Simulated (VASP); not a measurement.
# Co (Pm-3m) in VASP: further runs

The runs below take Co through single point, with r2SCAN.

Everything below comes from runs of VASP 6.6.1. Logs are shortened: lines on timing, memory, paths and dates and some standing lists are left out, and cuts for length are marked.

## 1. The cell of the first run

Symmetry: Pm-3m, No. 221, cubic system. Conventional cell: a = 2.250 Å, b = 2.250 Å, c = 2.250 Å, α = 90.00°, β = 90.00°, γ = 90.00°. Within 3.0 Å of Co (site symmetry m-3m) lie 6 Co at 2.25 Å.

## 2. Single point, r2SCAN, collinear spin, antiferromagnetic start

POSCAR

```
Co
1.0
    0.0000000000      2.2498724596      2.2498724596
    2.2498724596      0.0000000000      2.2498724596
    2.2498724596      2.2498724596      0.0000000000
Co
2
Direct
    0.0000000000      0.0000000000      0.0000000000
    0.5000000000      0.5000000000      0.5000000000
```

INCAR.step1

```
SYSTEM = Co
PREC = Accurate
ENCUT = 520
ISMEAR = -1
SIGMA = 0.05
LREAL = .FALSE.
LASPH = .TRUE.
NELM = 150
ISPIN = 2
MAGMOM = 1.7 -1.7
LMAXMIX = 4
NBANDS = 20
GGA = PE
ALGO = Normal
EDIFF = 1E-4
LWAVE = .TRUE.
LCHARG = .FALSE.
```

INCAR.step2

```
SYSTEM = Co
PREC = Accurate
ENCUT = 520
EDIFF = 1E-7
ISMEAR = -1
SIGMA = 0.05
LREAL = .FALSE.
LASPH = .TRUE.
NELM = 150
ALGO = Normal
ISIF = 2
LWAVE = .FALSE.
LCHARG = .FALSE.
ISPIN = 2
MAGMOM = 1.7 -1.7
LORBIT = 11
LMAXMIX = 4
METAGGA = R2SCAN
LMIXTAU = .TRUE.
NBANDS = 20
ISTART = 1
```

KPOINTS

```
regular mesh
0
G
  12 12 12
  0 0 0
```

Potentials or basis: VASP PAW PBE potentials, release 64 (Co).

On the command line:

```sh
> cat potpaw_PBE.64/Co/POTCAR > POTCAR
> cp INCAR.step1 INCAR
> mpirun -np 1 vasp_std > vasp.out
> cp INCAR.step2 INCAR
> mpirun -np 1 vasp_std > vasp.out
```

OUTCAR:

```text
SYSTEM = Co
   PREC = Accurate
   ENCUT = 520
   EDIFF = 1E-7
   ISMEAR = -1
   LREAL = .FALSE.
   LASPH = .TRUE.
   NELM = 150
   ISIF = 2
   ISPIN = 2
   LORBIT = 11
   METAGGA = R2SCAN
   ISTART = 1

 ion  position               nearest neighbor table
   1  0.000  0.000  0.000-   2 2.25   2 2.25   2 2.25   2 2.25   2 2.25   2 2.25
   2  0.500  0.500  0.500-   1 2.25   1 2.25   1 2.25   1 2.25   1 2.25   1 2.25

  LATTYP: Found a face centered cubic cell.
 ALAT       =     4.4997449192

  Lattice vectors:

 A1 = (   0.0000000000,   2.2498724596,   2.2498724596)
 A2 = (   2.2498724596,   0.0000000000,   2.2498724596)
 A3 = (   2.2498724596,   2.2498724596,   0.0000000000)

Analysis of symmetry for initial positions (statically):
=====================================================================
 Subroutine PRICEL returns following result:

  LATTYP: Found a simple cubic cell.
 ALAT       =     2.2498724596

  Lattice vectors:

 A1 = (  -2.2498724596,   0.0000000000,   0.0000000000)
 A2 = (   0.0000000000,   0.0000000000,   2.2498724596)
 A3 = (   0.0000000000,   2.2498724596,   0.0000000000)

   2 primitive cells build up your supercell.

 Routine SETGRP: Setting up the symmetry group for a
 face centered cubic supercell.

 Subroutine GETGRP returns: Found 48 space group operations
 (whereof 48 operations were pure point group operations)
 out of a pool of 48 trial point group operations.

The static configuration has the point symmetry O_h .

Analysis of symmetry for dynamics (positions and initial velocities):
=====================================================================
 Subroutine PRICEL returns following result:

  LATTYP: Found a simple cubic cell.
 ALAT       =     2.2498724596

  Lattice vectors:

 A1 = (  -2.2498724596,   0.0000000000,   0.0000000000)
 A2 = (   0.0000000000,   0.0000000000,   2.2498724596)
 A3 = (   0.0000000000,   2.2498724596,   0.0000000000)

   2 primitive cells build up your supercell.

 Routine SETGRP: Setting up the symmetry group for a
 face centered cubic supercell.

 Subroutine GETGRP returns: Found 48 space group operations
 (whereof 48 operations were pure point group operations)
 out of a pool of 48 trial point group operations.

The dynamic configuration has the point symmetry O_h .

Analysis of structural, dynamic, and magnetic symmetry:
=====================================================================
 Subroutine PRICEL returns following result:

  LATTYP: Found a simple cubic cell.
 ALAT       =     2.2498724596

  Lattice vectors:

 A1 = (  -2.2498724596,   0.0000000000,   0.0000000000)
 A2 = (   0.0000000000,   0.0000000000,   2.2498724596)
 A3 = (   0.0000000000,   2.2498724596,   0.0000000000)

   2 primitive cells build up your supercell.

 Routine SETGRP: Setting up the symmetry group for a
 face centered cubic supercell.

 Subroutine GETGRP returns: Found 48 space group operations
 (whereof 48 operations were pure point group operations)
 out of a pool of 48 trial point group operations.

The overall configuration has the point symmetry O_h .

 Subroutine INISYM returns: Found 48 space group operations
 (whereof 48 operations are pure point group operations),
 and found     2 'primitive' translations

----------------------------------------------------------------------------------------

                                     Primitive cell

  volume of cell :      11.3887

  direct lattice vectors                    reciprocal lattice vectors
    -2.249872460  0.000000000  0.000000000    -0.444469639  0.000000000  0.000000000
     0.000000000  0.000000000  2.249872460     0.000000000  0.000000000  0.444469639
     0.000000000  2.249872460  0.000000000     0.000000000  0.444469639  0.000000000

  length of vectors
     2.249872460  2.249872460  2.249872460     0.444469639  0.444469639  0.444469639

  position of ions in fractional coordinates (direct lattice)
     0.000000000  0.000000000  0.000000000

  ion indices of the primitive-cell ions
   primitive index   ion index
                 1           1

----------------------------------------------------------------------------------------

 KPOINTS: regular mesh

Automatic generation of k-mesh.
 Grid dimensions read from file:
 generate k-points for:   12   12   12

 Generating k-lattice:

  Cartesian coordinates                     Fractional coordinates (reciprocal lattice)
    -0.018519568  0.018519568  0.018519568     0.083333333  0.000000000  0.000000000
     0.018519568 -0.018519568  0.018519568     0.000000000  0.083333333  0.000000000
     0.018519568  0.018519568 -0.018519568     0.000000000  0.000000000  0.083333333

  Length of vectors
     0.032076833  0.032076833  0.032076833

  Shift w.r.t. Gamma in fractional coordinates (k-lattice)
     0.000000000  0.000000000  0.000000000

 Subroutine IBZKPT returns following result:
 ===========================================

 Found     72 irreducible k-points:

 Following reciprocal coordinates:
            Coordinates               Weight
  0.000000  0.000000  0.000000      1.000000
  0.083333  0.000000  0.000000      8.000000
  0.166667  0.000000  0.000000      8.000000
  0.250000  0.000000  0.000000      8.000000
  0.333333  0.000000  0.000000      8.000000
  0.416667  0.000000  0.000000      8.000000
[... 16 lines left out ...]
  0.500000  0.166667  0.000000     24.000000
 -0.416667  0.166667  0.000000     24.000000
 [... further k-points ...]
   k-points           NKPTS =     72   k-points in BZ     NKDIM =     72   number of bands    NBANDS=     20
   number of dos      NEDOS =    301   number of ions     NIONS =      2
   total plane-waves  NPLWV =  13824
   dimension x,y,z NGX =    24 NGY =   24 NGZ =   24
   dimension x,y,z NGXF=    48 NGYF=   48 NGZF=   48
   ions per type =               2
   NGX,Y,Z   is equivalent  to a cutoff of  12.54, 12.54, 12.54 a.u.
   NGXF,Y,Z  is equivalent  to a cutoff of  25.08, 25.08, 25.08 a.u.
 SYSTEM =  Co
   PREC   = accura    normal or accurate (medium, high low for compatibility)
   ISTART =      1    job   : 0-new  1-cont  2-samecut
   ICHARG =      0    charge: 1-file 2-atom 10-const
   ISPIN  =      2    spin polarized calculation?
   LNONCOLLINEAR =      F non collinear calculations
   LSORBIT =      F    spin-orbit coupling
   LASPH  =      T    aspherical Exc in radial PAW
   ENCUT  =  520.0 eV  38.22 Ry    6.18 a.u.   5.92  5.92  5.92*2*pi/ulx,y,z
   NELM   =    150;   NELMIN=  2; NELMDL=  0     # of ELM steps
   EDIFF  = 0.1E-06   stopping-criterion for ELM
   LREAL  =      F    real-space projection
   EDIFFG = 0.1E-05   stopping-criterion for IOM
   NSW    =      0    number of steps for IOM
   IBRION =     -1    ionic relax: 0-MD 1-quasi-New 2-CG
   NFREE  =      0    steps in history (QN), initial steepest desc. (CG)
   ISIF   =      2    stress and relaxation
   ISYM   =      2    0-nonsym 1-usesym 2-fastsym
   POTIM  = 0.5000    time-step for ionic-motion
   TEBEG  =    0.0;   TEEND  =   0.0 temperature during run
   PSTRESS=    0.0 pullay stress
   NELECT =      18.0000    total number of electrons
   NUPDOWN=      -1.0000    fix difference up-down
   EMIN   =  10.00;   EMAX   =-10.00  energy-range for DOS
   EFERMI =   0.00;   METHOD = LEGACY
   ISMEAR =    -1;   SIGMA  =   0.05  broadening in eV -4-tet -1-fermi 0-gaus
   EFERMI_NEDOS =   21; number of points for ismear=-14 and -15
   IALGO  =     38    algorithm
   IMIX   =      4    mixing-type and parameters
     AMIX     =   0.40;   BMIX     =  1.00
     AMIX_MAG =   1.60;   BMIX_MAG =  1.00
  volume/ion in A,a.u.               =      11.39        76.85
  Fermi-wavevector in a.u.,A,eV,Ry     =   1.513553  2.860201 31.168826  2.290844
  Thomas-Fermi vector in A             =   2.623329
   LORBIT       =     11    0 simple, 1 ext, 2 COOP (PROOUT), +10 PAW based schemes
   METAGGA = R2SCAN    functional components
   LHFCALC =     F    Hartree Fock is set to
   AEXX    =    0.0000 exact exchange contribution
   IVDW    =     0    specifies the selected vdW correction
   LEPSILON=     F    determine dielectric tensor
   LRPA    =     F    only Hartree local field effects (RPA)
 spin polarized calculation
  energy-cutoff  :      520.00
  volume of cell :       22.78
 maximum number of plane-waves:       625
   NGX = 11   NGY = 11   NGZ = 11

 number of electron      18.0000015 magnetization      -0.0000000

 number of electron      18.0000015 magnetization       0.0000000

 Free energy of the ion-electron system (eV)
  ---------------------------------------------------
  ext. energy  EPLUGINS =         0.00000000
  ---------------------------------------------------
  free energy    TOTEN  =       -23.68332555 eV

  energy without entropy =      -23.64087796  energy(sigma->0) =      -23.66210175

 E-fermi :   9.4361     XC(G=0): -14.0578

 val. band max:        9.4264232271   @ k =  -0.2500   0.4167   0.1667
 cond. band min:       9.4381596802   @ k =   0.4167   0.0833   0.0000
 fundamental gap:      0.0117364531
 Fermi energy:         9.4361455445

 spin component 1

 k-point     1 :       0.0000    0.0000    0.0000
  band No.  band energies     occupation
      1       0.6365      1.00000
      2       5.4856      1.00000
      3       5.4856      1.00000
      4       5.8816      1.00000
      5       5.8816      1.00000
      6       5.8816      1.00000
[... 12 lines left out ...]
     19      31.3981      0.00000
[... 513 lines left out ...]
      4       7.2222      1.00000
      5       7.4495      1.00000
      6       7.8941      1.00000
[... 12 lines left out ...]
     19      34.8846      0.00000
     20      35.0622      0.00000

 [... further k-points ...]

 spin component 2

 k-point     1 :       0.0000    0.0000    0.0000
  band No.  band energies     occupation
      1       0.6365      1.00000
      2       5.4856      1.00000
      3       5.4856      1.00000
      4       5.8816      1.00000
      5       5.8816      1.00000
      6       5.8816      1.00000
[... 12 lines left out ...]
     19      31.3981      0.00000
[... 513 lines left out ...]
      4       7.2222      1.00000
      5       7.4495      1.00000
      6       7.8941      1.00000
[... 12 lines left out ...]
     19      34.8846      0.00000
     20      35.0622      0.00000

 [... further k-points ...]
[... 5 lines left out ...]
  --------------------------------------------------------------------------------------
  -------------------------------------------------------------------------------------
  Total        0.0303379      0.0303379      0.0303379     -0.0000000     -0.0000000      0.0000000
  in kB        2.1339917      2.1339917      2.1339917     -0.0000000     -0.0000000      0.0000000
  external PRESSURE =       2.1339917 kB  Pullay stress =       0.0000000 kB

 VOLUME and BASIS-vectors are now :
 -----------------------------------------------------------------------------
  energy-cutoff  :      520.00
  volume of cell :       22.78
      direct lattice vectors                 reciprocal lattice vectors
     0.000000000  2.249872460  2.249872460    -0.222234820  0.222234820  0.222234820
     2.249872460  0.000000000  2.249872460     0.222234820 -0.222234820  0.222234820
     2.249872460  2.249872460  0.000000000     0.222234820  0.222234820 -0.222234820

 POSITION                                       TOTAL-FORCE (eV/Angst)
 -----------------------------------------------------------------------------------
      0.00000      0.00000      0.00000        -0.000000      0.000000      0.000000
      2.24987      2.24987      2.24987         0.000000     -0.000000     -0.000000
 -----------------------------------------------------------------------------------
    total drift:                                0.000000     -0.000000      0.000000

  FREE ENERGIE OF THE ION-ELECTRON SYSTEM (eV)
  ---------------------------------------------------
  free  energy   TOTEN  =       -23.6833255514 eV

  energy  without entropy=      -23.6408779586  energy(sigma->0) =      -23.66210175

 total charge

# of ion       s       p       d       tot
------------------------------------------
    1        0.543   0.469   7.417   8.429
    2        0.543   0.469   7.417   8.429
--------------------------------------------------
tot          1.087   0.938  14.834  16.859

 magnetization (x)

# of ion       s       p       d       tot
------------------------------------------
    1       -0.000  -0.000  -0.000  -0.000
    2        0.000   0.000   0.000   0.000
--------------------------------------------------
tot          0.000   0.000   0.000   0.000
```

It took 2.4 min on 1 thread of AMD EPYC 9R45 (Zen 5), shared host; peak memory 0.15 GiB.

Results:

- Free energy: -23.6833 eV
- Pressure: 0.2 GPa
- Band gap on the k mesh: zero (filled and empty bands overlap)
- Net moment: 0.00 μB per cell
- Valence electrons inside the program's atomic spheres: Co 8.43

Levels at points of the mesh, in eV from the Fermi level:
Spin up:
```csv
k point,band 7,band 8,band 9,band 10,band 11,band 12
"(0.00, 0.00, 0.00)",0.54,0.54,0.54,1.59,1.59,13.96
"(0.50, 0.00, 0.00)",-0.96,-0.96,-0.96,-0.96,0.76,0.76
"(0.50, 0.50, 0.00)",-0.90,-0.61,-0.61,0.66,1.51,5.35
```
Spin down:
| k point | band 6 | band 7 | band 8 | band 9 | band 10 | band 11 | band 12 | band 13 |
| --- | --- | --- | --- | --- | --- | --- | --- | --- |
| (0.00, 0.00, 0.00) | -3.55 | 0.54 | 0.54 | 0.54 | 1.59 | 1.59 | 13.96 | 13.96 |
| (0.50, 0.00, 0.00) | -2.04 | -0.96 | -0.96 | -0.96 | -0.96 | 0.76 | 0.76 | 14.84 |
| (0.50, 0.50, 0.00) | -0.90 | -0.90 | -0.61 | -0.61 | 0.66 | 1.51 | 5.35 | 6.01 |

Caveat: the starting moments collapsed, and a magnetic state may lie lower; the PAW data sets were made with another functional, which shifts forces and pressure a little.

## 3. Single point, r2SCAN

This run uses another cell than the first one: it holds 1 atom, not 2.

POSCAR

```
Co
1.0
    2.2521736835      0.0000000000      0.0000000000
    0.0000000000      2.2521736835      0.0000000000
    0.0000000000      0.0000000000      2.2521736835
Co
1
Direct
    0.0000000000      0.0000000000      0.0000000000
```

INCAR.step1

```
PREC = Accurate ; ENCUT = 520
ISMEAR = -1 ; SIGMA = 0.1
LREAL = False ; LASPH = True
NELM = 60 ; NBANDS = 10
GGA = PE ; ALGO = Normal
EDIFF = 1E-4 ; LWAVE = True
LCHARG = False
```

INCAR.step2

```
PREC = Accurate ; ENCUT = 520
EDIFF = 1E-6 ; ISMEAR = -1
SIGMA = 0.1 ; LREAL = False
LASPH = True ; NELM = 60
ALGO = Normal ; ISIF = 2
LWAVE = False ; LCHARG = False
METAGGA = R2SCAN ; LMIXTAU = True
NBANDS = 10 ; ISTART = 1
```

KPOINTS

```
Automatic mesh
0
Gamma
  14 14 14
```

Potentials or basis: VASP PAW PBE potentials, release 64 (Co).

On the command line:

```sh
> cat potpaw_PBE.64/Co/POTCAR > POTCAR
> cp INCAR.step1 INCAR
> mpirun -np 1 vasp_std > vasp.out
> cp INCAR.step2 INCAR
> mpirun -np 1 vasp_std > vasp.out
```

Wall time 36 s (1 thread of AMD EPYC 7R13 (Zen 3), shared host); peak memory 0.1 GiB.

The run converged. Its results:

```
Free energy : -11.8749 eV
Pressure    : -0.3 GPa
```

Levels at points of the mesh, in eV from the Fermi level:
```tsv
k point	band 1	band 2	band 3	band 4	band 5	band 6	band 7	band 8
(0.00, 0.00, 0.00)	-8.80	-3.95	-3.95	0.52	0.52	0.52	21.90	21.90
(0.50, 0.00, 0.00)	-4.15	-3.34	-1.32	-0.92	-0.92	0.64	5.32	25.88
(0.50, 0.50, 0.00)	-4.85	-2.81	-0.62	-0.62	1.50	5.98	5.98	12.69
(0.50, 0.50, 0.50)	-3.56	-3.56	-3.56	1.58	1.58	13.91	13.91	13.91
```

Caveat: the PAW data sets were made with another functional, which shifts forces and pressure a little; the run has no spin polarisation, though such a crystal can be magnetic. Spin polarisation is off, so any magnetic state and its effect on volume and gap are missing.

## 4. Single point, r2SCAN (volume scaled by 0.88)

POSCAR

```
Co
1.0
    2.1582219417      0.0000000000      0.0000000000
    0.0000000000      2.1582219417      0.0000000000
    0.0000000000      0.0000000000      2.1582219417
Co
1
Direct
    0.0000000000      0.0000000000      0.0000000000
```

INCAR.step1

```
PREC = Accurate
ENCUT = 520
ISMEAR = -1
SIGMA = 0.1
LREAL = F
LASPH = T
NELM = 60
NBANDS = 10
GGA = PE
ALGO = Normal
EDIFF = 1E-4
LWAVE = T
LCHARG = F
```

INCAR.step2

```
PREC = Accurate
ENCUT = 520
EDIFF = 1E-7
ISMEAR = -1
SIGMA = 0.1
LREAL = F
LASPH = T
NELM = 60
ALGO = Normal
ISIF = 2
LWAVE = F
LCHARG = F
METAGGA = R2SCAN
LMIXTAU = T
NBANDS = 10
ISTART = 1
```

KPOINTS

```
Automatic mesh
0
Gamma
  16 16 16
```

On the command line:

```sh
> cat potpaw_PBE.64/Co/POTCAR > POTCAR
> cp INCAR.step1 INCAR
> mpirun -np 1 vasp_std > vasp.out
> cp INCAR.step2 INCAR
> mpirun -np 1 vasp_std > vasp.out
```

Wall time 56 s (1 thread of AMD EPYC 7R13 (Zen 3), shared host); peak memory 0.1 GiB.

Results (log left out):

- Free energy: -11.7367 eV
- Pressure: 35.8 GPa

Levels at points of the mesh, in eV from the Fermi level:
```tsv
k point	band 2	band 3	band 4	band 5	band 6	band 7
(0.00, 0.00, 0.00)	-4.71	-4.71	0.64	0.64	0.64	23.64
(0.50, 0.00, 0.00)	-3.98	-1.69	-1.11	-1.11	0.79	6.24
(0.50, 0.50, 0.00)	-3.28	-0.74	-0.74	1.81	6.50	6.50
(0.50, 0.50, 0.50)	-4.31	-4.31	1.90	1.90	14.50	15.54
```

Caveat: the PAW data sets were made with another functional, which shifts forces and pressure a little; the run has no spin polarisation, though such a crystal can be magnetic.
